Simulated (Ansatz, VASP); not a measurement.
# Al3Ni2: VASP beside Ansatz

```
CELL_PARAMETERS angstrom
4.00672 0.00000 0.00000
-2.00336 3.46992 0.00000
0.00000 0.00000 5.10460
ATOMIC_POSITIONS crystal
Al 0.00000 0.00000 0.00000
Al 0.33333 0.66667 0.64844
Al 0.66667 0.33333 0.35156
Ni 0.33333 0.66667 0.14621
Ni 0.66667 0.33333 0.85379
```

Change from the starting cell: strain +0.000 along x and y, +0.050 along z, atoms carried along.

Alike in both runs: task single point; functional r2SCAN; k mesh 12 × 12 × 10; occupations gaussian, width 0.15 eV; no spin polarisation.

|  | VASP | Ansatz |
| --- | --- | --- |
| version | VASP 6.6.1 | Ansatz 0.2.0 |
| potentials or method | VASP PAW PBE potentials, release 64 (Al, Ni), cutoff 520 eV | scalar-relativistic, plane waves, PAW |
| valence electrons in the cell | 29 | 45 |

|  | VASP | Ansatz | Ansatz less VASP |
| --- | --- | --- | --- |
| gap on the k mesh at the Fermi level (eV) | none | none | - |
| pressure (GPa) | -6.6 | -6.4 | +0.16 |
| traceless stress, the component that is largest in VASP (GPa) | -6.18 | -6.26 | -0.074 |
| rms of the force components (eV/Å) | 0.056 | 0.054 | -0.0022 |

VASP's potentials were made for PBE, not for r2SCAN. Atom by atom the forces differ by 0.008 eV/Å (rms over components). A gap of «none» marks a metal or a gap that the smearing closes. The functional is the same, so the differences come from potentials, cutoffs and numerics. VASP's potentials hold 29 valence electrons a cell and Ansatz's 45, so a difference there can come from the potentials and not from the codes.
